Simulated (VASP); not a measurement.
**WC: single point with r2SCAN**

The system is WC.

```
W C
1.0
     0.00000    2.19268    2.19268
     2.19268    0.00000    2.19268
     2.19268    2.19268    0.00000
W C
1 1
Direct
  0.99946 0.00024 0.00010
  0.50833 0.49640 0.49850
```

- Program: VASP 6.6.1
- Task: single point
- Functional: r2SCAN
- Potentials or basis: VASP PAW PBE potentials, release 64 (W_sv, C)
- Cutoff: 660 eV
- k mesh: 4 × 4 × 4
- Occupations: fermi-dirac, width 0.1 eV
- Spin: no spin polarisation

```
Pressure               : -4.8 GPa
Largest force          : 0.262 eV/Å
Band gap on the k mesh : zero (band 9 reaches 13.51 eV, above the bottom of band 10 at 11.13 eV)
```

Forces in eV/Å, atoms in the order of the input:
```
W   -0.137  0.184  0.127
C    0.137 -0.184 -0.127
```

Levels at points of the mesh, in eV from the Fermi level:
```
           k point  band 6  band 7  band 8  band 9  band 10  band 11  band 12  band 13
(0.00, 0.00, 0.00)   -2.53   -2.51   -2.51   -0.99    -0.94    -0.84    -0.58    -0.54
(0.50, 0.00, 0.00)   -9.86   -6.62   -6.61    1.44     1.44     2.83     5.70     9.50
(0.00, 0.50, 0.00)   -9.87   -6.61   -6.61    1.44     1.44     2.83     5.69     9.49
(0.00, 0.00, 0.50)   -9.87   -6.61   -6.61    1.44     1.44     2.83     5.69     9.49
(0.50, 0.50, 0.50)   -9.87   -6.61   -6.61    1.44     1.44     2.83     5.69     9.49
(0.50, 0.50, 0.00)   -5.59   -5.55   -2.41   -2.39     1.21     2.69     2.69     6.05
(0.00, 0.50, 0.50)   -5.59   -5.55   -2.41   -2.39     1.21     2.69     2.69     6.05
(0.50, 0.00, 0.50)   -5.59   -5.55   -2.40   -2.39     1.21     2.69     2.69     6.05
```

It took 37 s on 1 thread of Intel(R) Xeon(R) 6975P-C (Granite Rapids), with other jobs on the host, peak memory 0.18 GiB.

Caveat: the k points lie up to 0.62 Å⁻¹ apart; the PAW data sets were made with another functional, which shifts forces and pressure a little; spin-orbit coupling is left out, which moves the levels of the heavy elements.
